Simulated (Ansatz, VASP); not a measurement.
One calculation of FeO, two programs

INCAR

```
SYSTEM = FeO
PREC     = Accurate       ! precision mode
ENCUT    = 600            ! plane-wave cutoff, eV
EDIFF    = 1E-7           ! SCF threshold, eV
ISMEAR   = 0              ! smearing method
SIGMA    = 0.1            ! smearing width, eV
LREAL    = .False.        ! projectors in reciprocal space
LASPH    = .True.         ! aspherical terms in the spheres
NELM     = 150            ! most SCF steps
ALGO     = Normal         ! electronic algorithm
ISIF     = 3              ! what is computed and relaxed
LWAVE    = .False.        ! write WAVECAR
LCHARG   = .False.        ! write CHGCAR
ISPIN    = 2              ! spin polarisation
MAGMOM   = 3.74 3.74 0.34 0.34 ! initial moments
LORBIT   = 11             ! projections on sites
LMAXMIX  = 4              ! l up to which the mixer works
GGA      = PE             ! functional
IBRION   = 2              ! ionic algorithm
NSW      = 90             ! ionic steps
EDIFFG   = -0.04          ! ionic threshold
```

The input KPOINTS:

```
regular mesh
0
Gamma
  6 6 4
  0 0 0
```

File POSCAR:

```
FeO
1.0
    2.6281662533     -1.6021035014      0.0000000000
    2.6281662533      1.6021035014      0.0000000000
   -1.3498295265      0.0000000000      5.0800586090
Fe O
2 2
Direct
    0.5000000000      0.5000000000      0.5000000000
    0.0000000000      0.0000000000      0.0000000000
    0.7500000000      0.7500000000      0.2500000000
    0.2500000000      0.2500000000      0.7500000000
```

Input for Ansatz:

```yaml
crystal:
  lattice:
    - [2.6281662533, -1.6021035014, 0.0]
    - [2.6281662533, 1.6021035014, 0.0]
    - [-1.3498295265, 0.0, 5.080058609]
  atoms:
    - { symbol: Fe, position: [0.5, 0.5, 0.5], spin: 3.74 }
    - { symbol: Fe, position: [0.0, 0.0, 0.0], spin: 3.74 }
    - { symbol: O, position: [0.75, 0.75, 0.25], spin: 0.34 }
    - { symbol: O, position: [0.25, 0.25, 0.75], spin: 0.34 }
basis:
  ecutwfc: 420
kpoints:
  mp_grid: { grid: [6, 6, 4] }
hamiltonian:
  xc: pbe
scf:
  occupations: { method: gaussian, width: 0.1 }
  lower_state_search: "off"
output:
  forces: true
  stress: true
  eigenvalues: true
  populations: true
magnetization:
  spin_polarized: true
relax:
  adjacent_minimum: "off"
  f_tol: 0.04
  max_steps: 70
  cell: { stress_tol: 0.4 }
```

Alike in both runs: task relaxation of cell and atoms; functional PBE; k mesh 6 × 6 × 4; occupations gaussian, width 0.1 eV; collinear spin.

|  | VASP | Ansatz |
| --- | --- | --- |
| version | VASP 6.6.1 | Ansatz 0.2.0 |
| potentials or method | VASP PAW PBE potentials, release 64 (Fe, O), cutoff 600 eV | scalar-relativistic, plane waves, PAW |
| valence electrons in the cell | 28 | 44 |

Ansatz gave:

| Quantity | Value |
| --- | --- |
| gap on the k mesh at the Fermi level, each at its own relaxed structure (eV) | none |
| net moment per atom (μB) | 2.00 |
| size of the moment on the site where the two differ most (μB) | 3.45 |
| relaxed volume (Å³/atom) | 10.02 |
| relaxed length of the cell vector where the two differ most in proportion (Å) | 3.052 |

**Question.** Which values does VASP return?

**Answer.** gap on the k mesh at the Fermi level, each at its own relaxed structure (eV): none; net moment per atom (μB): 2.00; size of the moment on the site where the two differ most (μB): 3.62; relaxed volume (Å³/atom): 10.00; relaxed length of the cell vector where the two differ most in proportion (Å): 3.043.

Site moments also hang on the region over which each program counts them. A gap of «none» marks a metal or a gap that the smearing closes. VASP's potentials hold 28 valence electrons a cell and Ansatz's 44, so a difference there can come from the potentials and not from the codes.

The k mesh is coarse, so the values compare programs but aren't converged.
